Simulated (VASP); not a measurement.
**Al2Cu: single point with PBE**

Crystal: Al2Cu.

```
Al Cu
1.0
    -2.99590    2.99590    2.51450
     2.99590   -2.99590    2.51450
     2.99590    2.99590   -2.51450
Al Cu
4 2
Direct
  0.15872 0.65872 0.81744
  0.65872 0.84128 0.50000
  0.84128 0.34128 0.18256
  0.34128 0.15872 0.50000
  0.75000 0.75000 0.00000
  0.25000 0.25000 0.00000
```

| Item | Value |
| --- | --- |
| Program | VASP 6.6.1 |
| Task | single point |
| Functional | PBE |
| Potentials or basis | VASP PAW PBE potentials, release 64 (Al, Cu) |
| Cutoff | 520 eV |
| k mesh | 10 × 10 × 10 |
| Occupations | gaussian, width 0.15 eV |
| Spin | no spin polarisation |
| Dipole correction | no |
| Further INCAR settings | ALGO = Fast; EDIFF = 1e-06; NBANDS = 26 |

The pressure is -0.6 GPa. The largest force is 0.102 eV/Å. The band gap on the k mesh is zero (bands 17 and 18 overlap by 3.92 eV).

Forces on the atoms (eV/Å):
```
Al   0.072  0.072  0.000
Al  -0.072  0.072  0.000
Al  -0.072 -0.072  0.000
Al   0.072 -0.072  0.000
Cu   0.000  0.000  0.000
Cu   0.000  0.000  0.000
```

Stress tensor (GPa, compression positive):
```
 0.88  0.00  0.00
 0.00  0.88  0.00
 0.00  0.00 -3.65
```

Levels at points of the mesh, in eV from the Fermi level:
```csv
k point,band 15,band 16,band 17,band 18,band 19,band 20
"(0.00, 0.00, 0.00)",-1.53,-1.24,-1.24,-0.93,-0.33,0.11
"(0.50, 0.00, 0.00)",-2.52,-2.52,0.39,0.39,3.81,3.81
"(0.50, 0.50, 0.00)",-1.35,-1.14,-0.87,-0.83,1.07,1.56
"(0.50, 0.50, 0.50)",-3.21,-1.94,2.40,2.97,2.97,3.45
```

It took 5.9 min on 1 thread of AMD EPYC 7R13 Processor (Zen 3), with other jobs on the host, peak memory 0.34 GiB.
